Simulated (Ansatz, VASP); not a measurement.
# Zn4Se3S: VASP beside Ansatz

```
Zn Se S
1.0
     3.99922    0.00000    0.00000
    -1.99961    3.46343    0.00000
     0.00000    0.00000   13.10579
Zn Se S
4 3 1
Direct
  0.00000 0.00000 0.00806
  0.00000 0.00000 0.49785
  0.33333 0.66667 0.24228
  0.66667 0.33333 0.75262
  0.00000 0.00000 0.68684
  0.33333 0.66667 0.43233
  0.66667 0.33333 0.94206
  0.00000 0.00000 0.18797
```

Alike in both runs: functional PBE; k mesh 12 × 12 × 2; occupations gaussian, width 0.02 eV; no spin polarisation.

Ansatz relaxed the structure, and its values are those at the end. VASP's run is a single point on that final structure, the one shown.

|  | VASP | Ansatz |
| --- | --- | --- |
| version | VASP 6.6.1 | Ansatz 0.2.0 |
| potentials or method | VASP PAW PBE potentials, release 64 (Zn, Se, S), cutoff 520 eV | scalar-relativistic, plane waves, PAW |
| valence electrons in the cell | 72 | 102 |

VASP gave:

- gap on the k mesh at the Fermi level (eV): 1.23
- least direct gap on the mesh (eV): 1.23
- pressure (GPa): 0.2

Question: Which values does Ansatz return?

Answer: gap on the k mesh at the Fermi level (eV): 1.23; least direct gap on the mesh (eV): 1.23; pressure (GPa): 0.0.

With one functional, cell and mesh, what is left measures potentials, basis and numerics. VASP's potentials hold 72 valence electrons a cell and Ansatz's 102, so a difference there can come from the potentials and not from the codes.
